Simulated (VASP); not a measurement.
Set up this calculation in VASP 6.6.1, as the native input.

- Task: single point
- Functional: PBE
- Potentials or basis: VASP PAW PBE potentials, release 64 (Hf_pv, Sn_d, Ag)
- Cutoff: 520 eV
- k mesh: 4 × 4 × 4
- Occupations: fermi-dirac, width 0.1017 eV
- Spin: no spin polarisation
- Dipole correction: no
- Further INCAR settings: ALGO = Normal; EDIFF = 1e-06; NBANDS = 38

The structure of HfAg2Sn2 lies in POSCAR:

```
HfAg2Sn2
1.0
    0.0000000000      3.7651467660     -0.0000001649
    3.7651467660      0.0000000000     -0.0000001649
    1.8825730305      1.8825730305     -8.0482176440
Hf Sn Ag
1 2 2
Direct
    0.0000000000      0.0000000000      0.0000000000
    0.3968503302      0.3968503302      0.2062993396
    0.6031496698      0.6031496698      0.7937006604
    0.7500000000      0.2500000000      0.5000000000
    0.2500000000      0.7500000000      0.5000000000
```

One way to write it, as run:

INCAR

```
SYSTEM = HfAg2Sn2
PREC     = Accurate       ! precision mode
ENCUT    = 520            ! plane-wave cutoff, eV
EDIFF    = 1E-6           ! SCF threshold, eV
ISMEAR   = -1             ! smearing method
SIGMA    = 0.1017         ! smearing width, eV
LREAL    = .False.        ! projectors in reciprocal space
LASPH    = .True.         ! aspherical terms in the spheres
NELM     = 60             ! most SCF steps
ALGO     = Normal         ! electronic algorithm
ISIF     = 2              ! what is computed and relaxed
LWAVE    = .False.        ! write WAVECAR
LCHARG   = .True.         ! write CHGCAR
GGA      = PE             ! functional
LELF     = .True.         ! ELF
LVHAR    = .True.       
NBANDS   = 38             ! bands
```

KPOINTS

```
Automatic mesh
0
Gamma
  4 4 4
  0 0 0
```

Potentials or basis: VASP PAW PBE potentials, release 64 (Hf_pv, Sn_d, Ag).

Run with:

```console
$ cat potpaw_PBE.64/Hf_pv/POTCAR potpaw_PBE.64/Sn_d/POTCAR potpaw_PBE.64/Ag/POTCAR > POTCAR
$ mpirun -np 1 vasp_std > vasp.out
```

It gave:

The pressure is -0.2 GPa and the largest force is 0.022 eV/Å. The band gap on the k mesh is zero (bands 30 and 31 overlap by 0.91 eV).

Caveat: the k points lie up to 0.43 Å⁻¹ apart, too coarse for converged energies and pressures of a metal; spin-orbit coupling is left out, which moves the levels of the heavy elements.

It took 52 s on 1 thread of AMD EPYC 9R45 (Zen 5), with other jobs on the host, peak memory 0.2 GiB.
